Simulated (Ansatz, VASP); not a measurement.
# SnTe: VASP beside Ansatz

File INCAR:

```
SYSTEM = SnTe
  ALGO = Normal
  EDIFF = 1E-6
  EDIFFG = -0.005
  ENCUT = 600
  GGA = PE
  IBRION = 2
  ISIF = 3
  ISMEAR = 0
  IVDW = 12
  LASPH = .True.
  LCHARG = .False.
  LREAL = .False.
  LWAVE = .False.
  NELM = 80
  NSW = 100
  PREC = Accurate
  SIGMA = 0.02
```

Contents of KPOINTS:

```
k-points
0
Gamma
  12 12 12
  0 0 0
```

Contents of POSCAR:

```
SnTe
1.0
    2.1972355900      1.2685745600      3.8594948000
   -2.1972355900      1.2685745600      3.8594948000
    0.0000000000     -2.5371491200      3.8594948000
Sn Te
1 1
Direct
    0.9922231900      0.9922231900      0.9922231900
    0.5287768100      0.5287768100      0.5287768100
```

Input for Ansatz:

```yaml
crystal:
  lattice:
    - [2.19723559, 1.26857456, 3.8594948]
    - [-2.19723559, 1.26857456, 3.8594948]
    - [0.0, -2.53714912, 3.8594948]
  atoms:
    - { symbol: Sn, position: [0.99222319, 0.99222319, 0.99222319] }
    - { symbol: Te, position: [0.52877681, 0.52877681, 0.52877681] }
basis:
  ecutwfc: 420
kpoints:
  mp_grid: { grid: [12, 12, 12] }
hamiltonian:
  xc: pbe
  dispersion: d3bj
scf:
  occupations: { method: gaussian, width: 0.02 }
output:
  forces: true
  stress: true
  eigenvalues: true
relax:
  adjacent_minimum: "off"
  f_tol: 0.005
  max_steps: 80
  cell: { stress_tol: 0.05 }
```

Alike in both runs: task relaxation of cell and atoms; functional PBE; dispersion D3(BJ); k mesh 12 × 12 × 12; occupations gaussian, width 0.02 eV; no spin polarisation.

|  | VASP | Ansatz |
| --- | --- | --- |
| version | VASP 6.6.1 | Ansatz 0.2.0 |
| potentials or method | VASP PAW PBE potentials, release 64 (Sn_d, Te), cutoff 600 eV | scalar-relativistic, plane waves, PAW |
| valence electrons in the cell | 20 | 30 |

|  | VASP | Ansatz | Ansatz less VASP |
| --- | --- | --- | --- |
| gap on the k mesh at the Fermi level, each at its own relaxed structure (eV) | 0.08 | 0.08 | -0.002 |
| relaxed volume (Å³/atom) | 31.39 | 31.39 | 0.000 |
| relaxed cell length with the largest relative difference (Å) | 4.462 | 4.462 | +0.0002 |

VASP's potentials hold 20 valence electrons a cell and Ansatz's 30, so a difference there can come from the potentials and not from the codes. Ansatz's warnings: relaxed geometry near dispersion switch.

Spin-orbit coupling is off throughout.
